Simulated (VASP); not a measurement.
A run of VASP 6.6.1 is set up as follows.

INCAR

```
SYSTEM = Mn
PREC = Accurate ; ENCUT = 680
EDIFF = 1E-6 ; ISMEAR = -1
SIGMA = 0.1 ; LREAL = .False.
LASPH = .True. ; NELM = 120
ALGO = Normal ; ISIF = 2
LWAVE = .False. ; LCHARG = .False.
GGA = RP ; NBANDS = 30
GGA_COMPAT = .False.
```

File KPOINTS:

```
regular mesh
0
Gamma
  10 10 14
  0 0 0
```

File POSCAR:

```
Mn
1.0
    3.7698151966      0.0000000000      0.0000000000
   -1.8849075983      3.2647557279      0.0000000000
    0.0000000000      0.0000000000      2.3630094223
Mn
3
Direct
    1.0000000000      1.0000000000      0.0000000000
    0.3333333333      0.6666666667      0.5000000000
    0.6666666667      0.3333333333      0.5000000000
```

Potentials or basis: VASP PAW PBE potentials, release 64 (Mn_sv).

Launch:

```bash
$ cat potpaw_PBE.64/Mn_sv/POTCAR > POTCAR
$ mpirun -np 1 vasp_std > vasp.out
```

Q: Estimate the pressure.

A: 41.4 GPa.

Q: What does it give for the band gap on the k mesh?

A: Zero (an odd number of electrons rules out a gap without spin polarisation).

Stress tensor (GPa, compression positive):
```
42.28  0.00  0.00
 0.00 42.28  0.00
 0.00  0.00 39.58
```

Caveat: the cell stands under pressure; the PAW data sets were made with another functional, which shifts forces and pressure a little; the run has no spin polarisation, though such a crystal can be magnetic. Spin polarisation is off, so any magnetic state and its effect on volume and gap are missing.
